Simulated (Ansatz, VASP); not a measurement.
## Two plane-wave programs on Ru

```xyz
2
Lattice="2.7058 0.0000 0.0000 -1.3529 2.3433 0.0000 0.0000 0.0000 4.2819" Properties=species:S:1:pos:R:3 pbc="T T T"
Ru   -0.0407    1.6041    1.1094
Ru    1.3899    0.8195    3.2202
```

Alike in both runs: task relaxation of cell and atoms; functional PBEsol; k mesh 9 × 9 × 5; occupations fermi-dirac, width 0.05 eV; no spin polarisation; Hubbard terms Ru d U = 6.0 eV.

```csv
,VASP,Ansatz
version,VASP 6.6.1,Ansatz 0.2.0
potentials or method,"VASP PAW PBE potentials, release 64 (Ru_pv)","PAW with Ansatz's default frozen-core files, scalar-relativistic"
plane-wave cutoff (eV),600,420
valence electrons in the cell,28,32
```

```tsv
	VASP	Ansatz	Ansatz less VASP
gap on the k mesh at the Fermi level, each at its own relaxed structure (eV)	none	none	-
relaxed volume (Å³/atom)	12.95	13.15	+0.197
relaxed cell length with the largest relative difference (Å)	4.203	4.229	+0.0262
```

VASP's potentials were made for PBE, not for PBEsol. The programs project onto different local orbitals, so the same U acts differently, and such runs can settle in different states. A gap of «none» marks a metal or a gap that the smearing closes. VASP's potentials hold 28 valence electrons a cell and Ansatz's 32, so a difference there can come from the potentials and not from the codes. Ansatz's warnings: end state compared, filled band counts differ across k points, stability check not made.
